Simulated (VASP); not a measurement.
# Ta2H (C222) in VASP: electric field gradients with r2SCAN

Aim: the electric field gradients of Ta2H with r2SCAN.

All numbers are computed with VASP 6.6.1; they aren't measurements. Logs are shortened: lines on timing, memory, paths and dates and some standing lists are left out, and cuts for length are marked.

### 1 The cell of the first run

It takes space group C222 (No. 21, orthorhombic). Conventional cell: a = 3.441 Å, b = 4.743 Å, c = 4.759 Å, α = 90.00°, β = 90.00°, γ = 90.00°. Within 2.6 Å of Ta (site symmetry 2) lie 2 H at 1.93 Å. H (site symmetry 222) has 4 Ta at 1.93 Å within 2.6 Å.

### 2 Electric field gradients, r2SCAN

Input file POSCAR:

```
Ta2H
1.0
    1.7204951073     -2.3714690318      0.0000000000
    1.7204951073      2.3714690318      0.0000000000
    0.0000000000      0.0000000000      4.7585693900
Ta H
2 1
Direct
    0.0000000000      0.5000000000      0.2645697700
    0.5000000000      0.0000000000      0.7354302300
    0.0000000000      0.0000000000      0.0000000000
```

Input file INCAR.step1:

```
SYSTEM = Ta2H
ALGO = Normal
EDIFF = 1E-4
ENCUT = 520
GGA = PE
ISMEAR = -1
LASPH = .True.
LCHARG = .False.
LREAL = .False.
LWAVE = .True.
NBANDS = 18
NELM = 100
PREC = Accurate
SIGMA = 0.03
```

Input file INCAR.step2:

```
SYSTEM = Ta2H
ALGO = Normal
EDIFF = 1E-8
ENCUT = 520
ISIF = 2
ISMEAR = -1
ISTART = 1
LASPH = .True.
LCHARG = .False.
LEFG = .True.
LMIXTAU = .True.
LREAL = .False.
LWAVE = .False.
METAGGA = R2SCAN
NBANDS = 18
NELM = 100
PREC = Accurate
SIGMA = 0.03
```

Input file KPOINTS:

```
k-points
0
Gamma
  15 15 9
  0 0 0
```

Potentials or basis: VASP PAW PBE potentials, release 64 (Ta_pv, H).

Started as:

```sh
cat potpaw_PBE.64/Ta_pv/POTCAR potpaw_PBE.64/H/POTCAR > POTCAR
cp INCAR.step1 INCAR
mpirun -np 1 vasp_std > vasp.out
cp INCAR.step2 INCAR
mpirun -np 1 vasp_std > vasp.out
```

OUTCAR:

```text
SYSTEM = Ta2H
   EDIFF = 1E-8
   ENCUT = 520
   ISIF = 2
   ISMEAR = -1
   ISTART = 1
   LASPH = .True.
   LREAL = .False.
   METAGGA = R2SCAN
   NELM = 100
   PREC = Accurate

 ion  position               nearest neighbor table
   1  0.000  0.500  0.265-   3 1.93   3 1.93   2 2.82   2 2.82   2 3.05   2 3.05   2 3.26   2 3.26
                             2 3.46   2 3.46
   2  0.500  0.000  0.735-   3 1.93   3 1.93   1 2.82   1 2.82   1 3.05   1 3.05   1 3.26   1 3.26
                             1 3.46   1 3.46
   3  0.000  0.000  0.000-   1 1.93   2 1.93   1 1.93   2 1.93

  LATTYP: Found a base centered orthorhombic cell.
 ALAT       =     3.4409902146
 B/A-ratio  =     1.3783642986
 C/A-ratio  =     1.3829069812

  Lattice vectors:

 A1 = (   1.7204951073,  -2.3714690318,   0.0000000000)
 A2 = (   1.7204951073,   2.3714690318,   0.0000000000)
 A3 = (   0.0000000000,   0.0000000000,   4.7585693900)

Analysis of symmetry for initial positions (statically):
=====================================================================
 Subroutine PRICEL returns:
 Original cell was already a primitive cell.

 Routine SETGRP: Setting up the symmetry group for a
 base centered orthorhombic supercell.

 Subroutine GETGRP returns: Found  4 space group operations
 (whereof  4 operations were pure point group operations)
 out of a pool of  8 trial point group operations.

The static configuration has the point symmetry D_2 .

Analysis of symmetry for dynamics (positions and initial velocities):
=====================================================================
 Subroutine PRICEL returns:
 Original cell was already a primitive cell.

 Routine SETGRP: Setting up the symmetry group for a
 base centered orthorhombic supercell.

 Subroutine GETGRP returns: Found  4 space group operations
 (whereof  4 operations were pure point group operations)
 out of a pool of  8 trial point group operations.

The dynamic configuration has the point symmetry D_2 .

 Subroutine INISYM returns: Found  4 space group operations
 (whereof  4 operations are pure point group operations),
 and found     1 'primitive' translations

----------------------------------------------------------------------------------------

                                     Primitive cell

  volume of cell :      38.8309

  direct lattice vectors                    reciprocal lattice vectors
     1.720495107 -2.371469032  0.000000000     0.290614020 -0.210839776  0.000000000
     1.720495107  2.371469032  0.000000000     0.290614020  0.210839776  0.000000000
     0.000000000  0.000000000  4.758569390     0.000000000  0.000000000  0.210147193

  length of vectors
     2.929841085  2.929841085  4.758569390     0.359040276  0.359040276  0.210147193

  position of ions in fractional coordinates (direct lattice)
     0.000000000  0.500000000  0.264569770
     0.500000000  0.000000000  0.735430230
     0.000000000  0.000000000  0.000000000

  ion indices of the primitive-cell ions
   primitive index   ion index
                 1           1
                 2           2
                 3           3

----------------------------------------------------------------------------------------

 KPOINTS: k-points

Automatic generation of k-mesh.
 Grid dimensions read from file:
 generate k-points for:   15   15    9

 Generating k-lattice:

  Cartesian coordinates                     Fractional coordinates (reciprocal lattice)
     0.019374268 -0.014055985  0.000000000     0.066666667  0.000000000  0.000000000
     0.019374268  0.014055985  0.000000000     0.000000000  0.066666667  0.000000000
     0.000000000  0.000000000  0.023349688     0.000000000  0.000000000  0.111111111

  Length of vectors
     0.023936018  0.023936018  0.023349688

  Shift w.r.t. Gamma in fractional coordinates (k-lattice)
     0.000000000  0.000000000  0.000000000

 Subroutine IBZKPT returns following result:
 ===========================================

 Found    320 irreducible k-points:

 Following reciprocal coordinates:
            Coordinates               Weight
  0.000000  0.000000  0.000000      1.000000
  0.066667  0.000000  0.000000      4.000000
  0.133333  0.000000  0.000000      4.000000
  0.200000  0.000000  0.000000      4.000000
  0.266667  0.000000  0.000000      4.000000
  0.333333  0.000000  0.000000      4.000000
[... 16 lines left out ...]
  0.133333  0.133333  0.000000      2.000000
  0.200000  0.133333  0.000000      4.000000
 [... further k-points ...]
   k-points           NKPTS =    320   k-points in BZ     NKDIM =    320   number of bands    NBANDS=     18
   number of dos      NEDOS =    301   number of ions     NIONS =      3
   total plane-waves  NPLWV =  20736
   dimension x,y,z NGX =    24 NGY =   24 NGZ =   36
   dimension x,y,z NGXF=    48 NGYF=   48 NGZF=   72
   ions per type =               2   1
   NGX,Y,Z   is equivalent  to a cutoff of  13.62, 13.62, 12.58 a.u.
   NGXF,Y,Z  is equivalent  to a cutoff of  27.24, 27.24, 25.15 a.u.
 SYSTEM =  Ta2H
   PREC   = accura    normal or accurate (medium, high low for compatibility)
   ISTART =      1    job   : 0-new  1-cont  2-samecut
   ICHARG =      0    charge: 1-file 2-atom 10-const
   ISPIN  =      1    spin polarized calculation?
   LNONCOLLINEAR =      F non collinear calculations
   LSORBIT =      F    spin-orbit coupling
   LASPH  =      T    aspherical Exc in radial PAW
   ENCUT  =  520.0 eV  38.22 Ry    6.18 a.u.   5.45  5.45  8.85*2*pi/ulx,y,z
   NELM   =    100;   NELMIN=  2; NELMDL=  0     # of ELM steps
   EDIFF  = 0.1E-07   stopping-criterion for ELM
   LREAL  =      F    real-space projection
   EDIFFG = 0.1E-06   stopping-criterion for IOM
   NSW    =      0    number of steps for IOM
   IBRION =     -1    ionic relax: 0-MD 1-quasi-New 2-CG
   NFREE  =      0    steps in history (QN), initial steepest desc. (CG)
   ISIF   =      2    stress and relaxation
   ISYM   =      2    0-nonsym 1-usesym 2-fastsym
   POTIM  = 0.5000    time-step for ionic-motion
   TEBEG  =    0.0;   TEEND  =   0.0 temperature during run
   PSTRESS=    0.0 pullay stress
   NELECT =      23.0000    total number of electrons
   NUPDOWN=      -1.0000    fix difference up-down
   EMIN   =  10.00;   EMAX   =-10.00  energy-range for DOS
   EFERMI =   0.00;   METHOD = LEGACY
   ISMEAR =    -1;   SIGMA  =   0.03  broadening in eV -4-tet -1-fermi 0-gaus
   EFERMI_NEDOS =   21; number of points for ismear=-14 and -15
   IALGO  =     38    algorithm
   IMIX   =      4    mixing-type and parameters
     AMIX     =   0.40;   BMIX     =  1.00
     AMIX_MAG =   1.60;   BMIX_MAG =  1.00
  volume/ion in A,a.u.               =      12.94        87.35
  Fermi-wavevector in a.u.,A,eV,Ry     =   1.374860  2.598108 25.718261  1.890239
  Thomas-Fermi vector in A             =   2.500248
   LORBIT       =      0    0 simple, 1 ext, 2 COOP (PROOUT), +10 PAW based schemes
   METAGGA = R2SCAN    functional components
   LHFCALC =     F    Hartree Fock is set to
   AEXX    =    0.0000 exact exchange contribution
   IVDW    =     0    specifies the selected vdW correction
   LEPSILON=     F    determine dielectric tensor
   LRPA    =     F    only Hartree local field effects (RPA)
 non-spin polarized calculation
  energy-cutoff  :      520.00
  volume of cell :       38.83
 maximum number of plane-waves:      1067
 NGX is ok and might be reduce to    24
   NGX = 11   NGY = 11   NGZ = 17

 number of electron      22.9999999 magnetization

 Free energy of the ion-electron system (eV)
  ---------------------------------------------------
  ext. energy  EPLUGINS =         0.00000000
  ---------------------------------------------------
  free energy    TOTEN  =      -101.16855841 eV

  energy without entropy =     -101.16397600  energy(sigma->0) =     -101.16626720

 E-fermi :   5.2881     XC(G=0): -13.5993

 val. band max:        5.2860349475   @ k =   0.4000   0.2000   0.2222
 cond. band min:       5.2914585483   @ k =   0.1333   0.0000   0.3333
 fundamental gap:      0.0054236008
 Fermi energy:         5.2880966687

 k-point     1 :       0.0000    0.0000    0.0000
  band No.  band energies     occupation
      1     -30.4044      2.00000
      2     -29.6940      2.00000
      3     -29.3860      2.00000
      4     -29.3704      2.00000
      5     -29.3519      2.00000
      6     -29.3189      2.00000
[... 481 lines left out ...]
      5     -29.5064      2.00000
      6     -29.4825      2.00000
[... 10 lines left out ...]
     17      10.0452      0.00000
     18      12.6615      0.00000

 [... further k-points ...]

------------------------ aborting loop because EDIFF is reached ----------------------------------------

  FORCE on cell =-STRESS in cart. coord.  units (eV):
  Direction    XX          YY          ZZ          XY          YZ          ZX
  --------------------------------------------------------------------------------------
  -------------------------------------------------------------------------------------
  Total       -0.1337298     -0.0280709      0.0826894      0.0000000      0.0000000      0.0000000
  in kB       -5.5177449     -1.1582179      3.4117964      0.0000000      0.0000000      0.0000000
  external PRESSURE =      -1.0880555 kB  Pullay stress =       0.0000000 kB

 VOLUME and BASIS-vectors are now :
 -----------------------------------------------------------------------------
  energy-cutoff  :      520.00
  volume of cell :       38.83
      direct lattice vectors                 reciprocal lattice vectors
     1.720495107 -2.371469032  0.000000000     0.290614020 -0.210839776  0.000000000
     1.720495107  2.371469032  0.000000000     0.290614020  0.210839776  0.000000000
     0.000000000  0.000000000  4.758569390     0.000000000  0.000000000  0.210147193

 POSITION                                       TOTAL-FORCE (eV/Angst)
 -----------------------------------------------------------------------------------
      0.86025      1.18573      1.25897        -0.000000      0.000000     -0.051262
      0.86025     -1.18573      3.49960         0.000000     -0.000000      0.051262
      0.00000      0.00000      0.00000         0.000000     -0.000000      0.000000
 -----------------------------------------------------------------------------------
    total drift:                                0.000000     -0.000000      0.000000

  FREE ENERGIE OF THE ION-ELECTRON SYSTEM (eV)
  ---------------------------------------------------
  free  energy   TOTEN  =      -101.1685584100 eV

  energy  without entropy=     -101.1639759960  energy(sigma->0) =     -101.16626720

 Electric field gradients (V/A^2)
---------------------------------------------------------------------
 ion       V_xx      V_yy      V_zz      V_xy      V_xz      V_yz
---------------------------------------------------------------------
   1       1.215   -16.080    14.865   -84.154    -0.000    -0.000
   2       1.215   -16.080    14.865    84.154    -0.000     0.000
   3      -4.598     1.521     3.077     0.000     0.000    -0.000
---------------------------------------------------------------------

 Electric field gradients after diagonalization (V/A^2)
 (convention: |V_zz| > |V_xx| > |V_yy|)
----------------------------------------------------------------------
 ion       V_xx      V_yy      V_zz     asymmetry (V_yy - V_xx)/ V_zz
----------------------------------------------------------------------
   1      77.165    14.865   -92.030       0.677
   2      77.165    14.865   -92.030       0.677
   3       3.077     1.521    -4.598       0.338
----------------------------------------------------------------------

           NMR quadrupolar parameters

 Cq : quadrupolar parameter    Cq=e*Q*V_zz/h
 eta: asymmetry parameters     (V_yy - V_xx)/ V_zz
 Q  : nuclear electric quadrupole moment in mb (millibarn)
----------------------------------------------------------------------
 ion       Cq(MHz)       eta       Q (mb)
----------------------------------------------------------------------
   1      -0.223       0.677       1.000
   2      -0.223       0.677       1.000
   3      -0.011       0.338       1.000
----------------------------------------------------------------------
```

It took 6.8 min on 1 thread of Intel Xeon Platinum 8559C (Emerald Rapids), shared host; peak memory 0.32 GiB.

What came out:

```yaml
Free_energy: -101.1686 eV
Pressure: -0.1 GPa
Largest_force: 0.051 eV/Å
Band_gap_on_the_k_mesh: zero (an odd number of electrons rules out a gap without spin polarisation)
Largest_electric_field_gradient_by_atom: Ta -92.0; H -4.6 V/Å²
```

Forces in eV/Å, atoms in the order of the input:
```
Ta   0.000  0.000 -0.051
Ta   0.000  0.000  0.051
H    0.000  0.000  0.000
```

Levels at points of the mesh, in eV from the Fermi level:
| k point | band 7 | band 8 | band 9 | band 10 | band 11 | band 12 | band 13 | band 14 | band 15 | band 16 |
| --- | --- | --- | --- | --- | --- | --- | --- | --- | --- | --- |
| (0.00, 0.00, 0.00) | -10.23 | -4.61 | -3.29 | -0.74 | 0.29 | 0.34 | 0.94 | 3.33 | 3.91 | 4.05 |

Electric field gradients, principal values (V/Å²):
| atom | least | middle | greatest (by size) |
| --- | --- | --- | --- |
| 1 Ta | 14.865 | 77.165 | -92.030 |
| 2 Ta | 14.865 | 77.165 | -92.030 |
| 3 H | 1.521 | 3.077 | -4.598 |

Caveat: without QUAD_EFG the Cq values of the log hold for a quadrupole moment of 1 mb, not for the nuclei; the PAW data sets were made with another functional, which shifts forces and pressure a little; spin-orbit coupling is left out, which moves the levels of the heavy elements.
